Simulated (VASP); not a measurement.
# Sn (I4_1/amd) in VASP: further runs

Sn is run at these levels: LDA; tasks: single point.

Everything below comes from runs of VASP 6.6.1. Logs are shortened: lines on timing, memory, paths and dates and some standing lists are left out, and cuts for length are marked.

## 1. The cell of the first run

It takes space group I4_1/amd (No. 141, tetragonal). Conventional cell: a = 5.916 Å, b = 5.916 Å, c = 3.230 Å, α = 90.00°, β = 90.00°, γ = 90.00°. Sn (site symmetry -4m2) has 10 Sn at 3.07 to 3.82 Å within 4.0 Å.

## 2. Single point, LDA

The input, INCAR:

```
ALGO = Normal
EDIFF = 1E-6
ENCUT = 520
ISIF = 2
ISMEAR = -1
LASPH = T
LCHARG = F
LREAL = F
LWAVE = F
NBANDS = 21
NELM = 80
PREC = Accurate
SIGMA = 0.1
```

The input, KPOINTS:

```
k-points
0
Gamma
  10 10 10
```

The input, POSCAR:

```
Sn
1.0
   -2.9580647744      2.9580647744      1.6147734578
    2.9580647744     -2.9580647744      1.6147734578
    2.9580647744      2.9580647744     -1.6147734578
Sn
2
Direct
    0.0000000000      0.0000000000      0.0000000000
    0.7500000000      0.2500000000      0.5000000000
```

Potentials or basis: VASP PAW LDA potentials, release 64 (Sn_d).

On the command line:

```console
$ cat potpaw_LDA.64/Sn_d/POTCAR > POTCAR
$ mpirun -np 1 vasp_std > vasp.out
```

OUTCAR:

```text
EDIFF = 1E-6
   ENCUT = 520
   ISIF = 2
   ISMEAR = -1
   LASPH = T
   LREAL = F
   NELM = 80
   PREC = Accurate

 ion  position               nearest neighbor table
   1  0.000  0.000  0.000-   2 3.07   2 3.07   2 3.07   2 3.07
   2  0.750  0.250  0.500-   1 3.07   1 3.07   1 3.07   1 3.07

  LATTYP: Found a body centered tetragonal cell.
 ALAT       =     5.9161295488
 C/A-ratio  =     0.5458884713

  Lattice vectors:

 A1 = (  -2.9580647744,   2.9580647744,   1.6147734578)
 A2 = (   2.9580647744,  -2.9580647744,   1.6147734578)
 A3 = (   2.9580647744,   2.9580647744,  -1.6147734578)

Analysis of symmetry for initial positions (statically):
=====================================================================
 Subroutine PRICEL returns:
 Original cell was already a primitive cell.

 Routine SETGRP: Setting up the symmetry group for a
 body centered tetragonal supercell.

 Subroutine GETGRP returns: Found 16 space group operations
 (whereof  8 operations were pure point group operations)
 out of a pool of 16 trial point group operations.

The static configuration has the point symmetry D_2d.
 The point group associated with its full space group is D_4h.

Analysis of symmetry for dynamics (positions and initial velocities):
=====================================================================
 Subroutine PRICEL returns:
 Original cell was already a primitive cell.

 Routine SETGRP: Setting up the symmetry group for a
 body centered tetragonal supercell.

 Subroutine GETGRP returns: Found 16 space group operations
 (whereof  8 operations were pure point group operations)
 out of a pool of 16 trial point group operations.

The dynamic configuration has the point symmetry D_2d.
 The point group associated with its full space group is D_4h.

 Subroutine INISYM returns: Found 16 space group operations
 (whereof  8 operations are pure point group operations),
 and found     1 'primitive' translations

----------------------------------------------------------------------------------------

                                     Primitive cell

  volume of cell :      56.5180

  direct lattice vectors                    reciprocal lattice vectors
    -2.958064774  2.958064774  1.614773458     0.000000000  0.169029429  0.309640958
     2.958064774 -2.958064774  1.614773458     0.169029429  0.000000000  0.309640958
     2.958064774  2.958064774 -1.614773458     0.169029429  0.169029429  0.000000000

  length of vectors
     4.484170797  4.484170797  4.484170797     0.352772548  0.352772548  0.239043711

  position of ions in fractional coordinates (direct lattice)
     0.000000000  0.000000000  0.000000000
     0.750000000  0.250000000  0.500000000

  ion indices of the primitive-cell ions
   primitive index   ion index
                 1           1
                 2           2

----------------------------------------------------------------------------------------

 KPOINTS: k-points

Automatic generation of k-mesh.
 Grid dimensions read from file:
 generate k-points for:   10   10   10

 Generating k-lattice:

  Cartesian coordinates                     Fractional coordinates (reciprocal lattice)
     0.000000000  0.016902943  0.030964096     0.100000000  0.000000000 -0.000000000
     0.016902943  0.000000000  0.030964096     0.000000000  0.100000000 -0.000000000
     0.016902943  0.016902943  0.000000000     0.000000000  0.000000000  0.100000000

  Length of vectors
     0.035277255  0.035277255  0.023904371

  Shift w.r.t. Gamma in fractional coordinates (k-lattice)
     0.000000000  0.000000000  0.000000000

 Subroutine IBZKPT returns following result:
 ===========================================

 Found    102 irreducible k-points:

 Following reciprocal coordinates:
            Coordinates               Weight
  0.000000  0.000000  0.000000      1.000000
  0.100000 -0.000000  0.000000      8.000000
  0.200000 -0.000000  0.000000      8.000000
  0.300000  0.000000  0.000000      8.000000
  0.400000 -0.000000  0.000000      8.000000
  0.500000 -0.000000  0.000000      4.000000
[... 16 lines left out ...]
  0.300000  0.300000  0.000000      8.000000
  0.400000  0.300000  0.000000     16.000000
 [... further k-points ...]
   k-points           NKPTS =    102   k-points in BZ     NKDIM =    102   number of bands    NBANDS=     21
   number of dos      NEDOS =    301   number of ions     NIONS =      2
   total plane-waves  NPLWV =  46656
   dimension x,y,z NGX =    36 NGY =   36 NGZ =   36
   dimension x,y,z NGXF=    72 NGYF=   72 NGZF=   72
   ions per type =               2
   NGX,Y,Z   is equivalent  to a cutoff of  13.35, 13.35, 13.35 a.u.
   NGXF,Y,Z  is equivalent  to a cutoff of  26.69, 26.69, 26.69 a.u.
 SYSTEM =  unknown system
   PREC   = accura    normal or accurate (medium, high low for compatibility)
   ISTART =      0    job   : 0-new  1-cont  2-samecut
   ICHARG =      2    charge: 1-file 2-atom 10-const
   ISPIN  =      1    spin polarized calculation?
   LNONCOLLINEAR =      F non collinear calculations
   LSORBIT =      F    spin-orbit coupling
   LASPH  =      T    aspherical Exc in radial PAW
   ENCUT  =  520.0 eV  38.22 Ry    6.18 a.u.   8.34  8.34  8.34*2*pi/ulx,y,z
   NELM   =     80;   NELMIN=  2; NELMDL= -5     # of ELM steps
   EDIFF  = 0.1E-05   stopping-criterion for ELM
   LREAL  =      F    real-space projection
   EDIFFG = 0.1E-04   stopping-criterion for IOM
   NSW    =      0    number of steps for IOM
   IBRION =     -1    ionic relax: 0-MD 1-quasi-New 2-CG
   NFREE  =      0    steps in history (QN), initial steepest desc. (CG)
   ISIF   =      2    stress and relaxation
   ISYM   =      2    0-nonsym 1-usesym 2-fastsym
   POTIM  = 0.5000    time-step for ionic-motion
   TEBEG  =    0.0;   TEEND  =   0.0 temperature during run
   PSTRESS=    0.0 pullay stress
   NELECT =      28.0000    total number of electrons
   NUPDOWN=      -1.0000    fix difference up-down
   EMIN   =  10.00;   EMAX   =-10.00  energy-range for DOS
   EFERMI =   0.00;   METHOD = LEGACY
   ISMEAR =    -1;   SIGMA  =   0.10  broadening in eV -4-tet -1-fermi 0-gaus
   EFERMI_NEDOS =   21; number of points for ismear=-14 and -15
   IALGO  =     38    algorithm
   IMIX   =      4    mixing-type and parameters
     AMIX     =   0.40;   BMIX     =  1.00
     AMIX_MAG =   1.60;   BMIX_MAG =  1.00
  volume/ion in A,a.u.               =      28.26       190.70
  Fermi-wavevector in a.u.,A,eV,Ry     =   1.295384  2.447921 22.830844  1.678020
  Thomas-Fermi vector in A             =   2.426907
   LORBIT       =      0    0 simple, 1 ext, 2 COOP (PROOUT), +10 PAW based schemes
   GGA     = CA    functional components
   LHFCALC =     F    Hartree Fock is set to
   AEXX    =    0.0000 exact exchange contribution
   IVDW    =     0    specifies the selected vdW correction
   LEPSILON=     F    determine dielectric tensor
   LRPA    =     F    only Hartree local field effects (RPA)
 non-spin polarized calculation
  energy-cutoff  :      520.00
  volume of cell :       56.52
 maximum number of plane-waves:      1539
 NGX is ok and might be reduce to    36
   NGX = 17   NGY = 17   NGZ = 17

 number of electron      27.9999989 magnetization

 Free energy of the ion-electron system (eV)
  ---------------------------------------------------
  ext. energy  EPLUGINS =         0.00000000
  ---------------------------------------------------
  free energy    TOTEN  =        -8.94227401 eV

  energy without entropy =       -8.90948267  energy(sigma->0) =       -8.92587834

 E-fermi :   7.2260     XC(G=0): -10.3571

 val. band max:        7.2121481479   @ k =  -0.3000   0.3000   0.0000
 cond. band min:       7.2319596694   @ k =  -0.3000   0.3000   0.2000
 fundamental gap:      0.0198115215
 Fermi energy:         7.2260154959

 k-point     1 :       0.0000    0.0000    0.0000
  band No.  band energies     occupation
      1     -14.2872      2.00000
      2     -14.2106      2.00000
      3     -14.1698      2.00000
      4     -14.1598      2.00000
      5     -14.0284      2.00000
      6     -14.0284      2.00000
[... 13 lines left out ...]
     20      16.9792      0.00000
     21      17.6212      0.00000

 k-point     2 :       0.1000   -0.0000    0.0000
  band No.  band energies     occupation
      1     -14.2816      2.00000
      2     -14.1931      2.00000
      3     -14.1634      2.00000
      4     -14.1397      2.00000
      5     -14.0401      2.00000
      6     -14.0375      2.00000
[... 13 lines left out ...]
     20      16.2656      0.00000
     21      16.3763      0.00000

 k-point     3 :       0.2000   -0.0000    0.0000
  band No.  band energies     occupation
      1     -14.2653      2.00000
      2     -14.1521      2.00000
      3     -14.1469      2.00000
      4     -14.1024      2.00000
      5     -14.0643      2.00000
      6     -14.0389      2.00000
[... 13 lines left out ...]
     20      14.8853      0.00000
     21      15.5535      0.00000

 k-point     4 :       0.3000    0.0000    0.0000
  band No.  band energies     occupation
      1     -14.2445      2.00000
      2     -14.1297      2.00000
      3     -14.1232      2.00000
      4     -14.1046      2.00000
      5     -14.0853      2.00000
      6     -14.0501      2.00000
[... 13 lines left out ...]
     20      14.0251      0.00000
     21      16.1151      0.00000

 k-point     5 :       0.4000   -0.0000    0.0000
  band No.  band energies     occupation
      1     -14.2272      2.00000
      2     -14.1373      2.00000
      3     -14.1318      2.00000
      4     -14.1086      2.00000
      5     -14.0819      2.00000
      6     -14.0653      2.00000
[... 13 lines left out ...]
     20      15.0479      0.00000
     21      17.1863      0.00000
[... 382 lines left out ...]
     20      17.0004      0.00000
     21      17.6168      0.00000

 k-point    22 :      -0.2000    0.2000    0.0000
  band No.  band energies     occupation
      1     -14.2580      2.00000
      2     -14.2150      2.00000
      3     -14.1769      2.00000
      4     -14.1457      2.00000
      5     -14.0435      2.00000
      6     -14.0140      2.00000
[... 13 lines left out ...]
     20      17.1266      0.00000
     21      17.2345      0.00000

 k-point    23 :       0.3000    0.3000    0.0000
  band No.  band energies     occupation
      1     -14.2163      2.00000
      2     -14.1559      2.00000
      3     -14.1196      2.00000
      4     -14.1031      2.00000
      5     -14.0777      2.00000
      6     -14.0220      2.00000
[... 13 lines left out ...]
     20      15.1100      0.00000
     21      16.9447      0.00000

 k-point    24 :       0.4000    0.3000    0.0000
  band No.  band energies     occupation
      1     -14.1982      2.00000
      2     -14.1555      2.00000
      3     -14.1305      2.00000
      4     -14.1057      2.00000
      5     -14.0682      2.00000
      6     -14.0176      2.00000
[... 13 lines left out ...]
     20      16.2367      0.00000
     21      16.9927      0.00000

 [... further k-points ...]
[... 5 lines left out ...]
  --------------------------------------------------------------------------------------
  -------------------------------------------------------------------------------------
  Total       -1.2267371     -1.2267371     -1.5173072      0.0000000      0.0000000      0.0000000
  in kB      -34.7756410    -34.7756410    -43.0127437      0.0000000      0.0000000      0.0000000
  external PRESSURE =     -37.5213419 kB  Pullay stress =       0.0000000 kB

 VOLUME and BASIS-vectors are now :
 -----------------------------------------------------------------------------
  energy-cutoff  :      520.00
  volume of cell :       56.52
      direct lattice vectors                 reciprocal lattice vectors
    -2.958064774  2.958064774  1.614773458     0.000000000  0.169029429  0.309640958
     2.958064774 -2.958064774  1.614773458     0.169029429  0.000000000  0.309640958
     2.958064774  2.958064774 -1.614773458     0.169029429  0.169029429  0.000000000

 POSITION                                       TOTAL-FORCE (eV/Angst)
 -----------------------------------------------------------------------------------
      0.00000      0.00000      0.00000        -0.000000      0.000000      0.000000
      0.00000      2.95806      0.80739         0.000000     -0.000000     -0.000000
 -----------------------------------------------------------------------------------
    total drift:                               -0.000000      0.000000     -0.000000

  FREE ENERGIE OF THE ION-ELECTRON SYSTEM (eV)
  ---------------------------------------------------
  free  energy   TOTEN  =        -8.9422740133 eV

  energy  without entropy=       -8.9094826656  energy(sigma->0) =       -8.92587834
```

It took 69 s on 1 thread of Intel Xeon Platinum 8259CL at 2.50GHz (Skylake/Cascade Lake), shared host; peak memory 0.23 GiB.

What came out:

* Free energy: -8.9423 eV
* Pressure: -3.8 GPa
* Band gap on the k mesh: zero (band 14 reaches 8.61 eV, above the bottom of band 15 at 4.94 eV)

Caveat: spin-orbit coupling is left out, which moves the levels of the heavy elements.

[end of part 1 of 2]
